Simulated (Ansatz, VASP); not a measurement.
**MoS2: VASP beside Ansatz**

```xyz
3
Lattice="3.2195 0.0000 0.0000 -1.6097 2.7881 0.0000 0.0000 0.0000 6.6134" Properties=species:S:1:pos:R:3 pbc="T T T"
Mo    0.0000    0.0000    0.0000
S     0.0000    1.8588    1.5594
S     0.0000    1.8588    5.0540
```

Alike in both runs: task single point; functional PBE; dispersion D3(BJ); k mesh 12 × 12 × 6; occupations gaussian, width 0.05 eV; no spin polarisation.

|  | VASP | Ansatz |
| --- | --- | --- |
| version | VASP 6.6.1 | Ansatz 0.2.0 |
| potentials or method | VASP PAW PBE potentials, release 64 (Mo_sv, S), cutoff 500 eV | scalar-relativistic, plane waves, PAW |
| valence electrons in the cell | 26 | 26 |

```csv
,VASP,Ansatz,Ansatz less VASP
gap on the k mesh at the Fermi level (eV),0.96,0.95,-0.015
least direct gap on the mesh (eV),1.54,1.54,-0.004
pressure (GPa),-4.9,-4.8,+0.11
"traceless stress, the component that is largest in VASP (GPa)",2.45,2.49,+0.034
rms of the force components (eV/Å),0.144,0.139,-0.0049
```

Atom by atom the forces differ by 0.005 eV/Å (rms over components).
